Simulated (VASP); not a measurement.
Set up this calculation in VASP 6.6.1, as the native input.

```yaml
Task: relaxation of cell and atoms
Functional: PBE
Potentials_or_basis: VASP PAW PBE potentials, release 64 (In_d, O)
Cutoff: 600 eV
k_mesh: 6 × 6 × 6
Occupations: gaussian, width 0.1 eV
Spin: no spin polarisation
Dipole_correction: no
Further_INCAR_settings: ALGO = Normal; EDIFF = 1e-06; IBRION = 2; EDIFFG = -0.04; NSW = 90; ISIF = 3
```

The structure of InO2 lies in POSCAR:

```
InO2
1.0
    3.6118092400      0.0000000000      0.0000000000
    0.0000000000      3.6118092400      0.0000000000
    0.0000000000      0.0000000000      3.7224409400
In O
1 2
Direct
    0.0000000000      0.0000000000      0.5000000000
    0.0000000000      0.5000000000      0.5000000000
    0.5000000000      0.0000000000      0.5000000000
```

These files were run (other wordings do the same):

INCAR

```
SYSTEM = InO2
PREC     = Accurate       ! precision mode
ENCUT    = 600            ! plane-wave cutoff, eV
EDIFF    = 1E-6           ! SCF threshold, eV
ISMEAR   = 0              ! smearing method
SIGMA    = 0.1            ! smearing width, eV
LREAL    = .False.        ! projectors in reciprocal space
LASPH    = .True.         ! aspherical terms in the spheres
NELM     = 80             ! most SCF steps
ALGO     = Normal         ! electronic algorithm
ISIF     = 3              ! what is computed and relaxed
LWAVE    = .False.        ! write WAVECAR
LCHARG   = .False.        ! write CHGCAR
GGA      = PE             ! functional
IBRION   = 2              ! ionic algorithm
NSW      = 90             ! ionic steps
EDIFFG   = -0.04          ! ionic threshold
```

KPOINTS

```
regular mesh
0
Gamma
  6 6 6
  0 0 0
```

Potentials or basis: VASP PAW PBE potentials, release 64 (In_d, O).

Run with:

```sh
$ cat potpaw_PBE.64/In_d/POTCAR potpaw_PBE.64/O/POTCAR > POTCAR
$ mpirun -np 1 vasp_std > vasp.out
```

Results of the run:

```json
{
  "Relaxed volume": "23.57 Å³/atom",
  "Relaxed cell": "a = 4.033 Å, b = 4.033 Å, c = 4.347 Å, α = 90.00°, β = 90.00°, γ = 90.00°",
  "Space group after relaxing (to 0.05 Å)": "P4/mmm (No. 123)",
  "Energy gained by relaxing": "721.2 meV/atom",
  "Ionic steps": "13",
  "Pressure after relaxing": "0.0 GPa"
}
```

Caveat: the volume moved by over 15 % at a fixed basis, so the end points are rough; an odd number of electrons without spin polarisation forces a metal; a magnetic or distorted state may lie lower.

Run time: 3 min on 1 thread of Intel(R) Xeon(R) 6975P-C (Granite Rapids), with other jobs on the host, peak memory 0.19 GiB.
